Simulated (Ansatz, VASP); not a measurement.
Rh: VASP beside Ansatz

Contents of INCAR:

```
  PREC = Accurate
  ENCUT = 520
  EDIFF = 1E-7
  ISMEAR = -1
  SIGMA = 0.08
  LREAL = False
  LASPH = True
  NELM = 60
  ALGO = Normal
  ISIF = 2
  LWAVE = False
  LCHARG = True
  GGA = PE
  LELF = True
  LVHAR = True
  NBANDS = 14
```

File KPOINTS:

```
Automatic mesh
0
Gamma
  16 16 16
```

The input POSCAR:

```
Rh
1.0
    0.0190155000      1.9110577500      1.9110577500
    1.9110577500      0.0190155000      1.9110577500
    1.9110577500      1.9110577500      0.0190155000
Rh
1
Direct
    0.0000000000      0.0000000000      0.0000000000
```

Input for Ansatz:

```yaml
crystal:
  lattice:
    - [0.0190155, 1.91105775, 1.91105775]
    - [1.91105775, 0.0190155, 1.91105775]
    - [1.91105775, 1.91105775, 0.0190155]
  atoms:
    - { symbol: Rh, position: [0.0, 0.0, 0.0] }
kpoints:
  mp_grid: { grid: [16, 16, 16] }
  band_path:
    path:
      - [0.0, 0.0, 0.0]
      - [0.5, 0.5, 0.5]
      - [0.247543133, 0.5, 0.752456867]
      - [-0.247543133, 0.247543133, 0.5]
      - [0.0, 0.0, 0.5]
      - [0.0, 0.0, 0.0]
      - [-0.3737715665, 0.0, 0.3737715665]
      - [0.0, 0.3737715665, 0.6262284335]
      - [0.0, 0.5, 0.5]
    npoints: 5
scf:
  occupations: { method: fermi_dirac, width: 0.08 }
hamiltonian:
  xc: pbe
  pseudopotentials: { kind: all_electron, lapw: { basis_error: 0.001 } }
output:
  forces: true
  stress: true
  eigenvalues: true
```

Change from the starting cell: equal xy, yz and zx shear strains of +1 %.

Alike in both runs: task single point; functional PBE; k mesh 16 × 16 × 16; occupations fermi-dirac, width 0.08 eV; no spin polarisation.

```csv
,VASP,Ansatz
version,VASP 6.6.1,Ansatz 0.2.0
potentials or method,"VASP PAW PBE potentials, release 64 (Rh_pv), cutoff 520 eV","all-electron LAPW, scalar-relativistic"
```

|  | VASP | Ansatz | Ansatz less VASP |
| --- | --- | --- | --- |
| pressure (GPa) | 6.2 | 6.1 | -0.08 |
| traceless stress, the component that is largest in VASP (GPa) | -1.99 | -1.99 | +0.002 |

Ansatz ran all-electron here, and VASP with PAW potentials.
